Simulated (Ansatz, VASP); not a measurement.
## W: VASP beside Ansatz

```xyz
4
Lattice="-1.5973 1.5973 -1.5973 -1.5973 -1.5973 1.5973 0.0000 6.6553 6.1231" Properties=species:S:1:pos:R:3 pbc="T T T"
W     0.0000    5.5906    5.5905
W    -1.5973    0.7986    0.7987
W     0.0000    2.3960    2.3960
W    -1.5973    3.9932    3.9932
```

Alike in both runs: task single point; functional PBEsol; k mesh 18 × 18 × 5; occupations gaussian, width 0.15 eV; no spin polarisation.

```csv
,VASP,Ansatz
version,VASP 6.6.1,Ansatz 0.2.0
potentials or method,"VASP PAW PBE potentials, release 64 (W_sv), cutoff 520 eV","scalar-relativistic, plane waves, PAW"
valence electrons in the cell,56,56
```

```tsv
	VASP	Ansatz	Ansatz less VASP
gap on the k mesh at the Fermi level (eV)	none	none	-
pressure (GPa)	-10.2	-10.7	-0.50
traceless stress, the component that is largest in VASP (GPa)	5.49	5.49	+0.005
rms of the force components (eV/Å)	0.461	0.461	-0.0001
```

VASP's potentials were made for PBE, not for PBEsol. Atom by atom the forces differ by 0.000 eV/Å (rms over components). A gap of «none» marks a metal or a gap that the smearing closes.

Neither program's run includes spin-orbit coupling.
